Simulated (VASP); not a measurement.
# GaN (I-4m2) in VASP: further runs

Aim: see how the results for GaN move with the level of theory and the settings. Levels: HSE06, r2SCAN. Tasks: single point.

Program: VASP 6.6.1. These are calculated values, not measurements. Logs are shortened: lines on timing, memory, paths and dates and some standing lists are left out, and cuts for length are marked.

## Step 1: The cell of the first run

The structure is tetragonal, space group I-4m2 (No. 119). The conventional cell has a = 3.180 Å, b = 3.180 Å, c = 4.408 Å, α = 90.00°, β = 90.00°, γ = 90.00°. Ga (site symmetry -4m2) has 4 N at 1.93 Å within 2.6 Å. N (site symmetry -4m2) has 4 Ga at 1.93 Å within 2.6 Å.

## Step 2: Single point, HSE06 (uniaxial z strain -2.0%)

File POSCAR:

```
GaN
1.0
    0.0000000000      2.2489525411      2.2039734903
    2.2489525411      0.0000000000      2.2039734903
    2.2489525411      2.2489525411      0.0000000000
Ga N
1 1
Direct
    0.0000000000      0.0000000000      0.0000000000
    0.2500000000      0.2500000000      0.2500000000
```

File INCAR.step1:

```
PREC = Accurate
ENCUT = 520
EDIFF = 1E-5
ISMEAR = 0
SIGMA = 0.01
LREAL = False
LASPH = True
NELM = 80
ALGO = Normal
ISIF = 2
LWAVE = True
NBANDS = 16
GGA = PE
```

File INCAR.step2:

```
PREC = Accurate
ENCUT = 520
EDIFF = 1E-7
ISMEAR = 0
SIGMA = 0.01
LREAL = False
LASPH = True
NELM = 80
ALGO = Normal
ISIF = 2
LWAVE = False
LCHARG = True
GGA = PE
LHFCALC = True
HFSCREEN = 0.2079
PRECFOCK = Normal
LELF = True
LVHAR = True
NBANDS = 16
ISTART = 1
```

File KPOINTS:

```
Automatic mesh
0
Gamma
  6 6 6
```

Potentials or basis: VASP PAW PBE potentials, release 64 (Ga_d, N).

Launch:

```sh
$ cat potpaw_PBE.64/Ga_d/POTCAR potpaw_PBE.64/N/POTCAR > POTCAR
$ cp INCAR.step1 INCAR
$ mpirun -np 1 vasp_std > vasp.out
$ cp INCAR.step2 INCAR
$ mpirun -np 1 vasp_std > vasp.out
```

OUTCAR:

```text
PREC = Accurate
   ENCUT = 520
   EDIFF = 1E-7
   ISMEAR = 0
   LREAL = False
   LASPH = True
   NELM = 80
   ISIF = 2
   GGA = PE
   LHFCALC = True
   HFSCREEN = 0.2079
   PRECFOCK = Normal
   ISTART = 1

 ion  position               nearest neighbor table
   1  0.000  0.000  0.000-   2 1.93   2 1.93   2 1.93   2 1.93
   2  0.250  0.250  0.250-   1 1.93   1 1.93   1 1.93   1 1.93

  LATTYP: Found a body centered tetragonal cell.
 ALAT       =     3.1804991848
 C/A-ratio  =     1.3859292911

  Lattice vectors:

 A1 = (   0.0000000000,  -2.2489525411,  -2.2039734903)
 A2 = (   0.0000000000,   2.2489525411,  -2.2039734903)
 A3 = (   2.2489525411,   0.0000000000,   2.2039734903)

Analysis of symmetry for initial positions (statically):
=====================================================================
 Subroutine PRICEL returns:
 Original cell was already a primitive cell.

 Routine SETGRP: Setting up the symmetry group for a
 body centered tetragonal supercell.

 Subroutine GETGRP returns: Found  8 space group operations
 (whereof  8 operations were pure point group operations)
 out of a pool of 16 trial point group operations.

The static configuration has the point symmetry D_2d.

Analysis of symmetry for dynamics (positions and initial velocities):
=====================================================================
 Subroutine PRICEL returns:
 Original cell was already a primitive cell.

 Routine SETGRP: Setting up the symmetry group for a
 body centered tetragonal supercell.

 Subroutine GETGRP returns: Found  8 space group operations
 (whereof  8 operations were pure point group operations)
 out of a pool of 16 trial point group operations.

The dynamic configuration has the point symmetry D_2d.

 Subroutine INISYM returns: Found  8 space group operations
 (whereof  8 operations are pure point group operations),
 and found     1 'primitive' translations

----------------------------------------------------------------------------------------

                                     Primitive cell

  volume of cell :      22.2945

  direct lattice vectors                    reciprocal lattice vectors
     0.000000000  2.248952541  2.203973490    -0.222325723  0.222325723  0.226862983
     2.248952541  0.000000000  2.203973490     0.222325723 -0.222325723  0.226862983
     2.248952541  2.248952541  0.000000000     0.222325723  0.222325723 -0.226862983

  length of vectors
     3.148854820  3.148854820  3.180499185     0.387716736  0.387716736  0.387716736

  position of ions in fractional coordinates (direct lattice)
     0.000000000  0.000000000  0.000000000
     0.250000000  0.250000000  0.250000000

  ion indices of the primitive-cell ions
   primitive index   ion index
                 1           1
                 2           2

----------------------------------------------------------------------------------------

 KPOINTS: Automatic mesh

Automatic generation of k-mesh.
 Grid dimensions read from file:
 generate k-points for:    6    6    6

 Generating k-lattice:

  Cartesian coordinates                     Fractional coordinates (reciprocal lattice)
    -0.037054287  0.037054287  0.037810497     0.166666667  0.000000000  0.000000000
     0.037054287 -0.037054287  0.037810497     0.000000000  0.166666667  0.000000000
     0.037054287  0.037054287 -0.037810497    -0.000000000 -0.000000000  0.166666667

  Length of vectors
     0.064619456  0.064619456  0.064619456

  Shift w.r.t. Gamma in fractional coordinates (k-lattice)
     0.000000000  0.000000000  0.000000000

 Subroutine IBZKPT returns following result:
 ===========================================

 Found     30 irreducible k-points:

 Following reciprocal coordinates:
            Coordinates               Weight
  0.000000  0.000000  0.000000      1.000000
  0.166667  0.000000  0.000000      8.000000
  0.333333 -0.000000  0.000000      8.000000
  0.500000  0.000000  0.000000      4.000000
  0.166667  0.166667  0.000000      2.000000
  0.333333  0.166667  0.000000      8.000000
[... 16 lines left out ...]
  0.333333  0.000000  0.333333      4.000000
  0.500000  0.000000  0.333333     16.000000
 [... further k-points ...]
   k-points           NKPTS =     30   k-points in BZ     NKDIM =    216   number of bands    NBANDS=     16
   number of dos      NEDOS =    301   number of ions     NIONS =      2
   total plane-waves  NPLWV =  13824
   dimension x,y,z NGX =    24 NGY =   24 NGZ =   24
   dimension x,y,z NGXF=    48 NGYF=   48 NGZF=   48
   ions per type =               1   1
   NGX,Y,Z   is equivalent  to a cutoff of  12.67, 12.67, 12.54 a.u.
   NGXF,Y,Z  is equivalent  to a cutoff of  25.34, 25.34, 25.09 a.u.
 SYSTEM =  unknown system
   PREC   = accura    normal or accurate (medium, high low for compatibility)
   ISTART =      1    job   : 0-new  1-cont  2-samecut
   ICHARG =      0    charge: 1-file 2-atom 10-const
   ISPIN  =      1    spin polarized calculation?
   LNONCOLLINEAR =      F non collinear calculations
   LSORBIT =      F    spin-orbit coupling
   LASPH  =      T    aspherical Exc in radial PAW
   ENCUT  =  520.0 eV  38.22 Ry    6.18 a.u.   5.85  5.85  5.91*2*pi/ulx,y,z
   NELM   =     80;   NELMIN=  2; NELMDL=  0     # of ELM steps
   EDIFF  = 0.1E-06   stopping-criterion for ELM
   LREAL  =      F    real-space projection
   EDIFFG = 0.1E-05   stopping-criterion for IOM
   NSW    =      0    number of steps for IOM
   IBRION =     -1    ionic relax: 0-MD 1-quasi-New 2-CG
   NFREE  =      0    steps in history (QN), initial steepest desc. (CG)
   ISIF   =      2    stress and relaxation
   ISYM   =      3    0-nonsym 1-usesym 2-fastsym
   POTIM  = 0.5000    time-step for ionic-motion
   TEBEG  =    0.0;   TEEND  =   0.0 temperature during run
   PSTRESS=    0.0 pullay stress
   NELECT =      18.0000    total number of electrons
   NUPDOWN=      -1.0000    fix difference up-down
   EMIN   =  10.00;   EMAX   =-10.00  energy-range for DOS
   EFERMI =   0.00;   METHOD = LEGACY
   ISMEAR =     0;   SIGMA  =   0.01  broadening in eV -4-tet -1-fermi 0-gaus
   EFERMI_NEDOS =   21; number of points for ismear=-14 and -15
   IALGO  =     38    algorithm
   IMIX   =      1    mixing-type and parameters
     AMIX     =   0.40;   BMIX     =  1.00
     AMIX_MAG =   1.60;   BMIX_MAG =  1.00
  volume/ion in A,a.u.               =      11.15        75.23
  Fermi-wavevector in a.u.,A,eV,Ry     =   1.524404  2.880705 31.617312  2.323807
  Thomas-Fermi vector in A             =   2.632715
   LORBIT       =      0    0 simple, 1 ext, 2 COOP (PROOUT), +10 PAW based schemes
   GGA     = PE    functional components
   LHFCALC =     T    Hartree Fock is set to
   PRECFOCK=normal    Normal, Fast or Accurate (Low or Medium for compatibility)
   ENCUT4O =  -1.0   cutoff for four orbital integrals eV
   NKREDX  =     1    reduce k-point grid by
   NKREDY  =     1    reduce k-point grid by
   NKREDZ  =     1    reduce k-point grid by
   AEXX    =    0.2500 exact exchange contribution
   HFSCREEN=    0.2079 screening length (either q_TF or 0.3 A-1)
   HFSCREENC=   0.2079 screening length for correlation (either q_TF or 0.3 A-1)
   ENCUTFOCK=  -1.0 apply spherical cutoff to Coloumb kernel
   IVDW    =     0    specifies the selected vdW correction
   LEPSILON=     F    determine dielectric tensor
   LRPA    =     F    only Hartree local field effects (RPA)
 non-spin polarized calculation
 Gauss-broadening in eV      SIGMA  =   0.01
  energy-cutoff  :      520.00
  volume of cell :       22.29
 maximum number of plane-waves:       612
  NGX = 18; NGY = 18; NGZ = 18

 number of electron      18.0000014 magnetization

 Free energy of the ion-electron system (eV)
  ---------------------------------------------------
  ext. energy  EPLUGINS =         0.00000000
  ---------------------------------------------------
  free energy    TOTEN  =       -14.73024344 eV

  energy without entropy =      -14.73024344  energy(sigma->0) =      -14.73024344

 E-fermi :   4.9707     XC(G=0):  -9.6717

 val. band max:        4.7973929548   @ k =   0.0000   0.0000   0.0000
 cond. band min:       7.9087480820   @ k =   0.0000   0.0000   0.0000
 fundamental gap:      3.1113551273
 Fermi energy:         4.9706627313

 k-point     1 :       0.0000    0.0000    0.0000
  band No.  band energies     occupation
      1     -12.9324      2.00000
      2     -10.8467      2.00000
      3     -10.8467      2.00000
      4     -10.8263      2.00000
      5     -10.4985      2.00000
      6     -10.4975      2.00000
[... 8 lines left out ...]
     15      25.2156      0.00000
     16      25.2156      0.00000

 k-point     2 :       0.1667    0.0000    0.0000
  band No.  band energies     occupation
      1     -12.6601      2.00000
      2     -10.8119      2.00000
      3     -10.7988      2.00000
      4     -10.6566      2.00000
      5     -10.5002      2.00000
      6     -10.4988      2.00000
[... 8 lines left out ...]
     15      23.2160      0.00000
     16      23.7448      0.00000

 k-point     3 :       0.3333   -0.0000    0.0000
  band No.  band energies     occupation
      1     -12.2952      2.00000
      2     -10.7645      2.00000
      3     -10.7499      2.00000
      4     -10.4850      2.00000
      5     -10.4750      2.00000
      6      -9.7776      2.00000
[... 8 lines left out ...]
     15      24.3604      0.00000
     16      24.3806      0.00000

 k-point     4 :       0.5000    0.0000    0.0000
  band No.  band energies     occupation
      1     -12.2112      2.00000
      2     -10.7543      2.00000
      3     -10.7391      2.00000
      4     -10.4622      2.00000
      5     -10.4483      2.00000
      6      -8.8677      2.00000
[... 8 lines left out ...]
     15      26.6856      0.00000
     16      26.7517      0.00000
[... 324 lines left out ...]
 k-point    22 :      -0.3333    0.5000    0.1667
  band No.  band energies     occupation
      1     -12.0934      2.00000
      2     -10.6932      2.00000
      3     -10.6342      2.00000
      4     -10.5226      2.00000
      5     -10.4543      2.00000
      6      -8.0557      2.00000
[... 8 lines left out ...]
     15      27.4656      0.00000
     16      30.2131      0.00000

 k-point    23 :       0.3333    0.0000    0.3333
  band No.  band energies     occupation
      1     -12.1699      2.00000
      2     -10.6733      2.00000
      3     -10.6185      2.00000
      4     -10.6100      2.00000
      5     -10.4432      2.00000
      6      -9.4747      2.00000
[... 8 lines left out ...]
     15      29.0750      0.00000
     16      30.0791      0.00000

 k-point    24 :       0.5000    0.0000    0.3333
  band No.  band energies     occupation
      1     -12.1106      2.00000
      2     -10.6971      2.00000
      3     -10.5845      2.00000
      4     -10.5753      2.00000
      5     -10.4418      2.00000
      6      -8.5360      2.00000
[... 8 lines left out ...]
     15      29.4229      0.00000
     16      29.8337      0.00000

 [... further k-points ...]

------------------------ aborting loop because EDIFF is reached ----------------------------------------

  FORCE on cell =-STRESS in cart. coord.  units (eV):
  Direction    XX          YY          ZZ          XY          YZ          ZX
  --------------------------------------------------------------------------------------
  -------------------------------------------------------------------------------------
  Total        0.4368767      0.4368767      0.7918988      0.0000000      0.0000000     -0.0000000
  in kB       31.3958700     31.3958700     56.9093134      0.0000000      0.0000000     -0.0000000
  external PRESSURE =      39.9003511 kB  Pullay stress =       0.0000000 kB

 VOLUME and BASIS-vectors are now :
 -----------------------------------------------------------------------------
  energy-cutoff  :      520.00
  volume of cell :       22.29
      direct lattice vectors                 reciprocal lattice vectors
     0.000000000  2.248952541  2.203973490    -0.222325723  0.222325723  0.226862983
     2.248952541  0.000000000  2.203973490     0.222325723 -0.222325723  0.226862983
     2.248952541  2.248952541  0.000000000     0.222325723  0.222325723 -0.226862983

 POSITION                                       TOTAL-FORCE (eV/Angst)
 -----------------------------------------------------------------------------------
      0.00000      0.00000      0.00000        -0.000000     -0.000000     -0.000000
      1.12448      1.12448      1.10199         0.000000      0.000000      0.000000
 -----------------------------------------------------------------------------------
    total drift:                                0.000002      0.000003     -0.000002

  FREE ENERGIE OF THE ION-ELECTRON SYSTEM (eV)
  ---------------------------------------------------
  free  energy   TOTEN  =       -14.7302434368 eV

  energy  without entropy=      -14.7302434368  energy(sigma->0) =      -14.73024344
```

It took 39 min on 1 thread of Intel Xeon Platinum 8488C (Sapphire Rapids), shared host; peak memory 0.26 GiB.

What came out:

| Item | Value |
| --- | --- |
| Free energy | -14.7302 eV |
| Pressure | 4.0 GPa |
| Band gap on the k mesh | 3.11 eV |

Levels at points of the mesh, in eV from the valence-band top:
```tsv
k point	band 5	band 6	band 7	band 8	band 9	band 10	band 11	band 12	band 13	band 14
(0.00, 0.00, 0.00)	-15.30	-15.29	-0.09	-0.09	0.00	3.11	12.01	12.06	12.06	19.69
(0.50, 0.00, 0.00)	-15.25	-13.67	-7.78	-1.21	-1.06	6.21	10.51	11.83	12.18	17.52
(0.50, 0.50, 0.00)	-15.21	-13.03	-6.58	-3.17	-3.17	4.32	8.02	13.96	16.19	16.19
(0.50, 0.00, 0.50)	-15.22	-13.16	-6.82	-3.01	-2.99	4.46	8.37	13.64	16.05	16.57
```

Caveat: the cell differs from its parent crystal (uniaxial z strain -2.0%); the cell stands under pressure; the structure was generated, so it needn't be the stable form of GaN; the PAW data sets were made with another functional, which shifts forces and pressure a little.

## Step 3: Single point, HSE06 (uniaxial z strain -1.0%)

File POSCAR:

```
GaN
1.0
    0.0000000000      2.2489525411      2.2264630157
    2.2489525411      0.0000000000      2.2264630157
    2.2489525411      2.2489525411      0.0000000000
Ga N
1 1
Direct
    0.0000000000      0.0000000000      0.0000000000
    0.2500000000      0.2500000000      0.2500000000
```

File INCAR.step1:

```
ALGO = Normal
EDIFF = 1E-5
ENCUT = 520
GGA = PE
ISIF = 2
ISMEAR = 0
LASPH = T
LREAL = F
LWAVE = T
NBANDS = 16
NELM = 80
PREC = Accurate
SIGMA = 0.01
```

File INCAR.step2:

```
ALGO = Normal
EDIFF = 1E-6
ENCUT = 520
GGA = PE
HFSCREEN = 0.2079
ISIF = 2
ISMEAR = 0
ISTART = 1
LASPH = T
LCHARG = T
LELF = T
LHFCALC = T
LREAL = F
LVHAR = T
LWAVE = F
NBANDS = 16
NELM = 80
PREC = Accurate
PRECFOCK = Normal
SIGMA = 0.01
```

File KPOINTS:

```
k-points
0
Gamma
  6 6 6
```

Potentials or basis: VASP PAW PBE potentials, release 64 (Ga_d, N).

Launch:

```sh
$ cat potpaw_PBE.64/Ga_d/POTCAR potpaw_PBE.64/N/POTCAR > POTCAR
$ cp INCAR.step1 INCAR
$ mpirun -np 1 vasp_std > vasp.out
$ cp INCAR.step2 INCAR
$ mpirun -np 1 vasp_std > vasp.out
```

OUTCAR:

```text
EDIFF = 1E-6
   ENCUT = 520
   GGA = PE
   HFSCREEN = 0.2079
   ISIF = 2
   ISMEAR = 0
   ISTART = 1
   LASPH = T
   LHFCALC = T
   LREAL = F
   NELM = 80
   PREC = Accurate
   PRECFOCK = Normal

 ion  position               nearest neighbor table
   1  0.000  0.000  0.000-   2 1.94   2 1.94   2 1.94   2 1.94
   2  0.250  0.250  0.250-   1 1.94   1 1.94   1 1.94   1 1.94

  LATTYP: Found a body centered tetragonal cell.
 ALAT       =     3.1804991848
 C/A-ratio  =     1.4000714268

  Lattice vectors:

 A1 = (   0.0000000000,  -2.2489525411,  -2.2264630157)
 A2 = (   0.0000000000,   2.2489525411,  -2.2264630157)
 A3 = (   2.2489525411,   0.0000000000,   2.2264630157)

Analysis of symmetry for initial positions (statically):
=====================================================================
 Subroutine PRICEL returns:
 Original cell was already a primitive cell.

 Routine SETGRP: Setting up the symmetry group for a
 body centered tetragonal supercell.
[... 171 lines left out ...]
  free energy    TOTEN  =       -14.73633844 eV

  energy without entropy =      -14.73633844  energy(sigma->0) =      -14.73633844

 E-fermi :   4.8230     XC(G=0):  -9.6293

 val. band max:        4.6594575431   @ k =   0.0000   0.0000   0.0000
 cond. band min:       7.7257255126   @ k =   0.0000   0.0000   0.0000
 fundamental gap:      3.0662679695
 Fermi energy:         4.8229811464

 k-point     1 :       0.0000    0.0000    0.0000
  band No.  band energies     occupation
      1     -12.9508      2.00000
      2     -10.9486      2.00000
      3     -10.9486      2.00000
      4     -10.9385      2.00000
      5     -10.6135      2.00000
      6     -10.6132      2.00000
[... 433 lines left out ...]
      3     -10.6960      2.00000
      4     -10.6910      2.00000
      5     -10.5574      2.00000
      6      -8.6272      2.00000
[... 8 lines left out ...]
     15      29.2175      0.00000
     16      29.5355      0.00000

 [... further k-points ...]

------------------------ aborting loop because EDIFF is reached ----------------------------------------

  FORCE on cell =-STRESS in cart. coord.  units (eV):
  Direction    XX          YY          ZZ          XY          YZ          ZX
  --------------------------------------------------------------------------------------
  -------------------------------------------------------------------------------------
  Total        0.2090838      0.2090838      0.3934175      0.0000000     -0.0000000      0.0000000
  in kB       14.8739009     14.8739009     27.9871159      0.0000000     -0.0000000      0.0000000
  external PRESSURE =      19.2449726 kB  Pullay stress =       0.0000000 kB

 VOLUME and BASIS-vectors are now :
 -----------------------------------------------------------------------------
  energy-cutoff  :      520.00
  volume of cell :       22.52
      direct lattice vectors                 reciprocal lattice vectors
     0.000000000  2.248952541  2.226463016    -0.222325723  0.222325723  0.224571438
     2.248952541  0.000000000  2.226463016     0.222325723 -0.222325723  0.224571438
     2.248952541  2.248952541  0.000000000     0.222325723  0.222325723 -0.224571438

 POSITION                                       TOTAL-FORCE (eV/Angst)
 -----------------------------------------------------------------------------------
      0.00000      0.00000      0.00000         0.000000      0.000000      0.000000
      1.12448      1.12448      1.11323        -0.000000     -0.000000     -0.000000
 -----------------------------------------------------------------------------------
    total drift:                                0.000002      0.000003     -0.000005

  FREE ENERGIE OF THE ION-ELECTRON SYSTEM (eV)
  ---------------------------------------------------
  free  energy   TOTEN  =       -14.7363384383 eV

  energy  without entropy=      -14.7363384383  energy(sigma->0) =      -14.73633844
```

Run time: 1.5 h. Hardware: 1 thread of Intel Xeon 8259CL, shared host; peak memory 0.27 GiB.

Results:

| Property | Result |
| --- | --- |
| Free energy | -14.7363 eV |
| Pressure | 1.9 GPa |
| Band gap on the k mesh | 3.07 eV |

Stress tensor (GPa, compression positive):
```
1.49 0.00 0.00
0.00 1.49 0.00
0.00 0.00 2.80
```

Caveat: the cell differs from its parent crystal (uniaxial z strain -1.0%); the structure was generated, so it needn't be the stable form of GaN; the PAW data sets were made with another functional, which shifts forces and pressure a little.

(Continued in part 2 of 2.)
